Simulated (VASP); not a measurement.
# Ca11Mg5S16 (P1) in VASP: single point with PBEsol

Aim: the single point of Ca11Mg5S16 with PBEsol.

Program: VASP 6.6.1. These are calculated values, not measurements. Logs are shortened: lines on timing, memory, paths and dates and some standing lists are left out, and cuts for length are marked.

### Step 1. The cell of the first run

The typed cell holds 64 atoms: a = 10.999 Å, b = 10.999 Å, c = 10.999 Å, α = 90.00°, β = 90.00°, γ = 90.00°.

### Step 2. Single point, PBEsol

INCAR reads:

```
SYSTEM = Ca11Mg5S16
PREC = Accurate
ENCUT = 520
EDIFF = 1E-7
ISMEAR = -1
SIGMA = 0.05
LREAL = Auto
LASPH = .TRUE.
NELM = 60
ALGO = Normal
ISIF = 2
LWAVE = .FALSE.
LCHARG = .FALSE.
GGA = PS
NBANDS = 254
```

KPOINTS reads:

```
Automatic mesh
0
Gamma
  1 1 1
  0.5 0.5 0.5
```

POSCAR reads:

```
Ca11Mg5S16
1.0
   10.9988474199      0.0000000000      0.0000000000
    0.0000000000     10.9988474199      0.0000000000
    0.0000000000      0.0000000000     10.9988474199
S Ca Mg
32 22 10
Direct
    0.2584360000      0.9990540000      0.9932500000
    0.2603560000      0.9912900000      0.5072600000
    0.2441350000      0.5003290000      0.0085060000
    0.2588810000      0.5078410000      0.4915660000
    0.7416660000      0.9995550000      0.0002080000
    0.7396460000      0.9989120000      0.5001890000
    0.7560460000      0.4998190000      0.0090010000
    0.7413760000      0.5001320000      0.4911180000
    0.0001920000      0.2563800000      0.0069570000
    0.0005240000      0.2500450000      0.4937110000
    0.0004960000      0.7429400000      0.0005440000
    0.0071110000      0.7489950000      0.4994910000
    0.5000400000      0.2423390000      0.9931880000
    0.4992900000      0.2474730000      0.5078130000
    0.4994680000      0.7567920000      0.9995010000
    0.4920640000      0.7513120000      0.5008170000
    0.0004470000      0.0073420000      0.2496700000
    0.0072930000      0.0007260000      0.7505860000
    0.0000580000      0.4908980000      0.2424620000
    0.0004560000      0.4985700000      0.7568880000
    0.4991730000      0.0007920000      0.2512160000
    0.4913530000      0.0084840000      0.7494550000
    0.5000650000      0.4982910000      0.2576980000
    0.4993060000      0.4915350000      0.7423380000
    0.2428320000      0.2580260000      0.2510540000
    0.2562600000      0.2429820000      0.7497370000
    0.2491700000      0.7415140000      0.2576880000
    0.2500650000      0.7563250000      0.7424470000
    0.7573320000      0.2584240000      0.2504550000
    0.7435470000      0.2496560000      0.7502900000
    0.7505150000      0.7409670000      0.2506040000
    0.7490960000      0.7494970000      0.7494870000
    0.0014690000      0.0010680000      0.0002070000
    0.0030080000      0.9995230000      0.5002110000
    0.0014770000      0.4994120000      0.4956460000
    0.4999060000      0.4982100000      0.0018480000
    0.2502890000      0.2498040000      0.0004100000
    0.2522960000      0.2496250000      0.5004560000
    0.2502160000      0.7496110000      0.0001990000
    0.7500070000      0.2507830000      0.0014550000
    0.7474770000      0.2506030000      0.4993590000
    0.7498160000      0.7485750000      0.0012390000
    0.7464540000      0.7484820000      0.4988960000
    0.2514370000      0.9997380000      0.2515200000
    0.2510990000      0.4995120000      0.7486290000
    0.7482210000      0.0010490000      0.2502430000
    0.7450020000      0.0007790000      0.7501030000
    0.7487270000      0.4983930000      0.7499030000
    0.0013000000      0.2497470000      0.7514520000
    0.0009250000      0.7449860000      0.2500170000
    0.0018320000      0.7495960000      0.7498840000
    0.4998630000      0.2504660000      0.2521350000
    0.4986460000      0.7485310000      0.2525380000
    0.4974320000      0.7527060000      0.7479310000
    0.0002190000      0.4978730000      0.0049800000
    0.4982490000      0.0015620000      0.9961430000
    0.4973070000      0.9999560000      0.5033370000
    0.4984630000      0.4998990000      0.4978590000
    0.2538010000      0.7495520000      0.4999300000
    0.2543850000      0.9998170000      0.7487030000
    0.2489830000      0.4995810000      0.2514320000
    0.7511760000      0.4980560000      0.2501520000
    0.0002200000      0.2540270000      0.2486730000
    0.4980500000      0.2469770000      0.7480740000
```

Potentials or basis: VASP PAW PBE potentials, release 64 (S, Ca_sv, Mg).

Run with:

```console
$ cat potpaw_PBE.64/S/POTCAR potpaw_PBE.64/Ca_sv/POTCAR potpaw_PBE.64/Mg/POTCAR > POTCAR
$ mpirun -np 1 vasp_std > vasp.out
```

OUTCAR:

```text
SYSTEM = Ca11Mg5S16
   PREC = Accurate
   ENCUT = 520
   EDIFF = 1E-7
   ISMEAR = -1
   LREAL = Auto
   LASPH = .TRUE.
   NELM = 60
   ISIF = 2
   GGA = PS

 ion  position               nearest neighbor table
   1  0.258  0.999  0.993-  56 2.64  60 2.69  39 2.75  37 2.76  33 2.83  44 2.84
   2  0.260  0.991  0.507-  57 2.61  60 2.66  59 2.66  44 2.82  34 2.83  38 2.84
   3  0.244  0.500  0.009-  61 2.67  55 2.68  39 2.74  37 2.76  36 2.81  45 2.86
   4  0.259  0.508  0.492-  58 2.64  61 2.65  59 2.66  45 2.83  35 2.83  38 2.84
   5  0.742  1.000  0.000-  56 2.68  46 2.75  47 2.75  42 2.76  40 2.76  33 2.86
   6  0.740  0.999  0.500-  57 2.67  47 2.75  46 2.75  43 2.76  41 2.77  34 2.90
[... 56 lines left out ...]
  63  0.000  0.254  0.249-  19 2.61   9 2.66  25 2.67  29 2.67  10 2.70  17 2.71
  64  0.498  0.247  0.748-  22 2.62  14 2.64  26 2.66  24 2.69  13 2.70  30 2.70

  LATTYP: Found a simple cubic cell.
 ALAT       =    10.9988474199

  Lattice vectors:

 A1 = (  10.9988474199,   0.0000000000,   0.0000000000)
 A2 = (   0.0000000000,  10.9988474199,   0.0000000000)
 A3 = (   0.0000000000,   0.0000000000,  10.9988474199)

Analysis of symmetry for initial positions (statically):
=====================================================================
 Subroutine PRICEL returns:
 Original cell was already a primitive cell.

 Routine SETGRP: Setting up the symmetry group for a
 simple cubic supercell.

 Subroutine GETGRP returns: Found  1 space group operations
 (whereof  1 operations were pure point group operations)
 out of a pool of 48 trial point group operations.

The static configuration has the point symmetry C_1 .

Analysis of symmetry for dynamics (positions and initial velocities):
=====================================================================
 Subroutine PRICEL returns:
 Original cell was already a primitive cell.

 Routine SETGRP: Setting up the symmetry group for a
 simple cubic supercell.

 Subroutine GETGRP returns: Found  1 space group operations
 (whereof  1 operations were pure point group operations)
 out of a pool of 48 trial point group operations.

The dynamic configuration has the point symmetry C_1 .

 Subroutine INISYM returns: Found  1 space group operations
 (whereof  1 operations are pure point group operations),
 and found     1 'primitive' translations

----------------------------------------------------------------------------------------

                                     Primitive cell

  volume of cell :    1330.5817

  direct lattice vectors                    reciprocal lattice vectors
    10.998847420  0.000000000  0.000000000     0.090918617  0.000000000  0.000000000
     0.000000000 10.998847420  0.000000000     0.000000000  0.090918617  0.000000000
     0.000000000  0.000000000 10.998847420     0.000000000  0.000000000  0.090918617

  length of vectors
    10.998847420 10.998847420 10.998847420     0.090918617  0.090918617  0.090918617

  position of ions in fractional coordinates (direct lattice)
     0.258436000  0.999054000  0.993250000
     0.260356000  0.991290000  0.507260000
     0.244135000  0.500329000  0.008506000
     0.258881000  0.507841000  0.491566000
     0.741666000  0.999555000  0.000208000
     0.739646000  0.998912000  0.500189000
[... 56 lines left out ...]
     0.000220000  0.254027000  0.248673000
     0.498050000  0.246977000  0.748074000

  ion indices of the primitive-cell ions
   primitive index   ion index
                 1           1
                 2           2
                 3           3
                 4           4
                 5           5
                 6           6
[... 56 lines left out ...]
                63          63
                64          64

----------------------------------------------------------------------------------------

 KPOINTS: Automatic mesh

Automatic generation of k-mesh.
 Grid dimensions read from file:
 generate k-points for:    1    1    1

 Generating k-lattice:

  Cartesian coordinates                     Fractional coordinates (reciprocal lattice)
     0.090918617  0.000000000  0.000000000     1.000000000  0.000000000  0.000000000
     0.000000000  0.090918617  0.000000000     0.000000000  1.000000000  0.000000000
     0.000000000  0.000000000  0.090918617     0.000000000  0.000000000  1.000000000

  Length of vectors
     0.090918617  0.090918617  0.090918617

  Shift w.r.t. Gamma in fractional coordinates (k-lattice)
     0.500000000  0.500000000  0.500000000

 Subroutine IBZKPT returns following result:
 ===========================================

 Found      1 irreducible k-points:

 Following reciprocal coordinates:
            Coordinates               Weight
  0.500000  0.500000  0.500000      1.000000
   k-points           NKPTS =      1   k-points in BZ     NKDIM =      1   number of bands    NBANDS=    254
   number of dos      NEDOS =    301   number of ions     NIONS =     64
   total plane-waves  NPLWV = 592704
   dimension x,y,z NGX =    84 NGY =   84 NGZ =   84
   dimension x,y,z NGXF=   168 NGYF=  168 NGZF=  168
   ions per type =              32  22  10
   NGX,Y,Z   is equivalent  to a cutoff of  12.70, 12.70, 12.70 a.u.
   NGXF,Y,Z  is equivalent  to a cutoff of  25.39, 25.39, 25.39 a.u.
 SYSTEM =  Ca11Mg5S16
   PREC   = accura    normal or accurate (medium, high low for compatibility)
   ISTART =      0    job   : 0-new  1-cont  2-samecut
   ICHARG =      2    charge: 1-file 2-atom 10-const
   ISPIN  =      1    spin polarized calculation?
   LNONCOLLINEAR =      F non collinear calculations
   LSORBIT =      F    spin-orbit coupling
   LASPH  =      T    aspherical Exc in radial PAW
   ENCUT  =  520.0 eV  38.22 Ry    6.18 a.u.  20.45 20.45 20.45*2*pi/ulx,y,z
   NELM   =     60;   NELMIN=  2; NELMDL= -5     # of ELM steps
   EDIFF  = 0.1E-06   stopping-criterion for ELM
   LREAL  =      T    real-space projection
   EDIFFG = 0.1E-05   stopping-criterion for IOM
   NSW    =      0    number of steps for IOM
   IBRION =     -1    ionic relax: 0-MD 1-quasi-New 2-CG
   NFREE  =      0    steps in history (QN), initial steepest desc. (CG)
   ISIF   =      2    stress and relaxation
   ISYM   =      2    0-nonsym 1-usesym 2-fastsym
   POTIM  = 0.5000    time-step for ionic-motion
   TEBEG  =    0.0;   TEEND  =   0.0 temperature during run
   PSTRESS=    0.0 pullay stress
   NELECT =     432.0000    total number of electrons
   NUPDOWN=      -1.0000    fix difference up-down
   EMIN   =  10.00;   EMAX   =-10.00  energy-range for DOS
   EFERMI =   0.00;   METHOD = LEGACY
   ISMEAR =    -1;   SIGMA  =   0.05  broadening in eV -4-tet -1-fermi 0-gaus
   EFERMI_NEDOS =   21; number of points for ismear=-14 and -15
   IALGO  =     38    algorithm
   IMIX   =      4    mixing-type and parameters
     AMIX     =   0.40;   BMIX     =  1.00
     AMIX_MAG =   1.60;   BMIX_MAG =  1.00
  volume/ion in A,a.u.               =      20.79       140.30
  Fermi-wavevector in a.u.,A,eV,Ry     =   1.125181  2.126283 17.225403  1.266031
  Thomas-Fermi vector in A             =   2.261856
   LORBIT       =      0    0 simple, 1 ext, 2 COOP (PROOUT), +10 PAW based schemes
   GGA     = PS    functional components
   LHFCALC =     F    Hartree Fock is set to
   AEXX    =    0.0000 exact exchange contribution
   IVDW    =     0    specifies the selected vdW correction
   LEPSILON=     F    determine dielectric tensor
   LRPA    =     F    only Hartree local field effects (RPA)
 non-spin polarized calculation
  energy-cutoff  :      520.00
  volume of cell :     1330.58
 maximum number of plane-waves:     35712
 NGX is ok and might be reduce to    80
   NGX = 41   NGY = 41   NGZ = 41

 number of electron     432.0000032 magnetization

 Free energy of the ion-electron system (eV)
  ---------------------------------------------------
  ext. energy  EPLUGINS =         0.00000000
  ---------------------------------------------------
  free energy    TOTEN  =      -329.37690350 eV

  energy without entropy =     -329.37690350  energy(sigma->0) =     -329.37690350

 E-fermi :   4.0717     XC(G=0):  -9.7152

 val. band max:        2.6822204502   @ k =   0.5000   0.5000   0.5000
 cond. band min:       6.5242825273   @ k =   0.5000   0.5000   0.5000
 fundamental gap:      3.8420620771
 Fermi energy:         4.0717306276

 k-point     1 :       0.5000    0.5000    0.5000
  band No.  band energies     occupation
      1     -36.0149      2.00000
      2     -35.8544      2.00000
      3     -35.8502      2.00000
      4     -35.8260      2.00000
      5     -35.8196      2.00000
      6     -35.7662      2.00000
[... 220 lines left out ...]
    227       6.8992      0.00000
    228       6.9162      0.00000
 [bands above 228 left out]

------------------------ aborting loop because EDIFF is reached ----------------------------------------

  FORCE on cell =-STRESS in cart. coord.  units (eV):
  Direction    XX          YY          ZZ          XY          YZ          ZX
  --------------------------------------------------------------------------------------
  -------------------------------------------------------------------------------------
  Total        0.7004531      0.6588603      0.8513872     -0.0724546     -0.1385671     -0.0127222
  in kB        0.8434282      0.7933456      1.0251707     -0.0872439     -0.1668511     -0.0153190
  external PRESSURE =       0.8873148 kB  Pullay stress =       0.0000000 kB

 VOLUME and BASIS-vectors are now :
 -----------------------------------------------------------------------------
  energy-cutoff  :      520.00
  volume of cell :     1330.58
      direct lattice vectors                 reciprocal lattice vectors
    10.998847420  0.000000000  0.000000000     0.090918617  0.000000000  0.000000000
     0.000000000 10.998847420  0.000000000     0.000000000  0.090918617  0.000000000
     0.000000000  0.000000000 10.998847420     0.000000000  0.000000000  0.090918617

 POSITION                                       TOTAL-FORCE (eV/Angst)
 -----------------------------------------------------------------------------------
      2.84250     10.98844     10.92461         0.019489      0.001216     -0.018726
      2.86362     10.90305      5.57928         0.020903     -0.013564      0.018423
      2.68520      5.50304      0.09356        -0.016421     -0.002180      0.018238
      2.84739      5.58567      5.40666         0.019400      0.015880     -0.020454
      8.15747     10.99395      0.00229        -0.024047      0.003591     -0.001534
      8.13525     10.98688      5.50150        -0.024529      0.003405     -0.001373
[... 56 lines left out ...]
      0.00242      2.79400      2.73512        -0.000566     -0.004004     -0.001601
      5.47798      2.71646      8.22795        -0.004437      0.004704      0.001375
 -----------------------------------------------------------------------------------
    total drift:                               -0.011079      0.012025      0.001777

  FREE ENERGIE OF THE ION-ELECTRON SYSTEM (eV)
  ---------------------------------------------------
  free  energy   TOTEN  =      -329.3769034968 eV

  energy  without entropy=     -329.3769034968  energy(sigma->0) =     -329.37690350
```

It took 29 min on 1 thread of Intel Xeon 8259CL, shared host; peak memory 1.2 GiB.

What came out:

```
Free energy            : -329.3769 eV
Pressure               : 0.1 GPa
Largest force          : 0.032 eV/Å
Band gap on the k mesh : 3.84 eV
```

Forces on the atoms (eV/Å):
```
S    0.019  0.001 -0.019
S    0.021 -0.014  0.018
S   -0.016 -0.002  0.018
S    0.019  0.016 -0.020
S   -0.024  0.004 -0.002
S   -0.025  0.003 -0.001
S    0.017 -0.005  0.021
S   -0.023 -0.003 -0.021
S    0.002  0.020  0.018
S    0.001  0.001 -0.017
S    0.002 -0.018  0.001
S    0.019 -0.001 -0.002
S   -0.001 -0.019 -0.017
S   -0.002 -0.004  0.017
S   -0.001  0.015  0.000
S   -0.022  0.005 -0.001
S    0.002  0.020  0.002
S    0.021  0.002  0.001
S    0.003 -0.013 -0.014
S    0.003 -0.001  0.016
S    0.000  0.001  0.004
S   -0.016  0.017 -0.002
S   -0.002  0.000  0.024
S   -0.001 -0.018 -0.021
S   -0.016  0.019  0.001
S    0.022 -0.018  0.000
S    0.002 -0.018  0.020
S    0.004  0.020 -0.016
S    0.015  0.020  0.001
S   -0.018  0.001  0.000
S   -0.003 -0.022 -0.001
S   -0.002  0.001  0.001
Ca  -0.005 -0.009 -0.002
Ca  -0.008 -0.003  0.001
Ca  -0.003  0.001  0.012
Ca   0.000  0.006 -0.004
Ca  -0.002  0.000 -0.001
Ca  -0.010  0.001 -0.002
Ca  -0.002  0.002 -0.001
Ca   0.002 -0.006 -0.007
Ca   0.010 -0.003  0.007
Ca   0.002  0.006 -0.005
Ca   0.010  0.005  0.007
Ca  -0.009 -0.003 -0.005
Ca  -0.006  0.004  0.003
Ca   0.009 -0.007 -0.001
Ca   0.017 -0.006  0.001
Ca   0.007  0.006 -0.001
Ca  -0.009 -0.001 -0.006
Ca  -0.007  0.014 -0.001
Ca  -0.011  0.000  0.001
Ca   0.000 -0.005 -0.001
Ca   0.004  0.004 -0.008
Ca   0.007 -0.010  0.010
Mg   0.001 -0.004 -0.002
Mg  -0.002  0.000  0.005
Mg   0.003  0.002 -0.004
Mg   0.005 -0.003  0.006
Mg  -0.002 -0.003  0.001
Mg  -0.001  0.000  0.000
Mg   0.005  0.000 -0.006
Mg  -0.002  0.002 -0.003
Mg  -0.001 -0.004 -0.002
Mg  -0.004  0.005  0.001
```

Caveat: the k points lie up to 0.57 Å⁻¹ apart; the PAW data sets were made with another functional, which shifts forces and pressure a little; a shifted mesh leaves out Γ, where band edges can lie. A k mesh can miss the band edges.
